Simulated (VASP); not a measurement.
A run of VASP 6.6.1 is set up as follows.

File INCAR:

```
PREC = Accurate ; ENCUT = 520
EDIFF = 1E-6 ; ISMEAR = 0
SIGMA = 0.05 ; LREAL = False
LASPH = True ; NELM = 100
ALGO = Normal ; ISIF = 2
LWAVE = False ; LCHARG = False
GGA = CA ; NBANDS = 17
```

Contents of KPOINTS:

```
Automatic mesh
0
Gamma
  6 6 6
```

POSCAR

```
SnSe
1.0
    0.0301000000      3.0250500000      3.0250500000
    3.0250500000      0.0301000000      3.0250500000
    3.0250500000      3.0250500000      0.0301000000
Sn Se
1 1
Direct
    0.0000000000      0.0000000000      0.0000000000
    0.5000000000      0.5000000000      0.5000000000
```

Potentials or basis: VASP PAW LDA potentials, release 64 (Sn_d, Se).

Run with:

```sh
$ cat potpaw_LDA.64/Sn_d/POTCAR potpaw_LDA.64/Se/POTCAR > POTCAR
$ mpirun -np 1 vasp_std > vasp.out
```

Problem. Predict the band gap on the k mesh.

Solution. 0.53 eV, indirect (least direct gap 0.62 eV).

Problem. What does it give for the pressure?

Solution. -3.6 GPa.

Stress tensor (GPa, compression positive):
```
-3.59 -0.20 -0.20
-0.20 -3.59 -0.20
-0.20 -0.20 -3.59
```

Caveat: spin-orbit coupling is left out, which moves the levels of the heavy elements. A k mesh can miss the band edges.
